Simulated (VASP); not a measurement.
Wanted: the native input for a VASP 6.6.1 run.

| Quantity | Value |
| --- | --- |
| Task | single point |
| Functional | LDA |
| Potentials or basis | VASP PAW LDA potentials, release 64 (Al, N) |
| Cutoff | 520 eV |
| k mesh | 8 × 8 × 4 |
| Occupations | gaussian, width 0.01 eV |
| Spin | no spin polarisation |
| Dipole correction | no |
| Further INCAR settings | ALGO = Normal; EDIFF = 1e-06; NBANDS = 16 |

The structure of AlN lies in POSCAR:

```
AlN
1.0
    3.0578823513      0.0000000000      0.0000000000
   -1.5289411757      2.6482037980      0.0000000000
    0.0000000000      0.0000000000      4.9729342135
Al N
2 2
Direct
    0.3333333333      0.6666666667     -0.0009915582
    0.6666666667      0.3333333333      0.4990084418
    0.3333333333      0.6666666667      0.3809915582
    0.6666666667      0.3333333333      0.8809915582
```

This cell differs from its parent crystal: in-plane strain -0.01.

These files were run (other wordings do the same):

INCAR

```
PREC = Accurate ; ENCUT = 520
EDIFF = 1E-6 ; ISMEAR = 0
SIGMA = 0.01 ; LREAL = F
LASPH = T ; NELM = 80
ALGO = Normal ; ISIF = 2
LWAVE = F ; LCHARG = F
GGA = CA ; NBANDS = 16
```

KPOINTS

```
Automatic mesh
0
Gamma
  8 8 4
```

Potentials or basis: VASP PAW LDA potentials, release 64 (Al, N).

Command:

```sh
$ cat potpaw_LDA.64/Al/POTCAR potpaw_LDA.64/N/POTCAR > POTCAR
$ mpirun -np 1 vasp_std > vasp.out
```

It gave:

```yaml
Pressure: 4.0 GPa
Largest_force: 0.201 eV/Å
Band_gap_on_the_k_mesh: 4.59 eV, direct
```

Caveat: the cell differs from its parent crystal (in-plane strain -0.01).

It took 33 s on 1 thread of AMD EPYC 7R13, with other jobs on the host, peak memory 0.11 GiB.
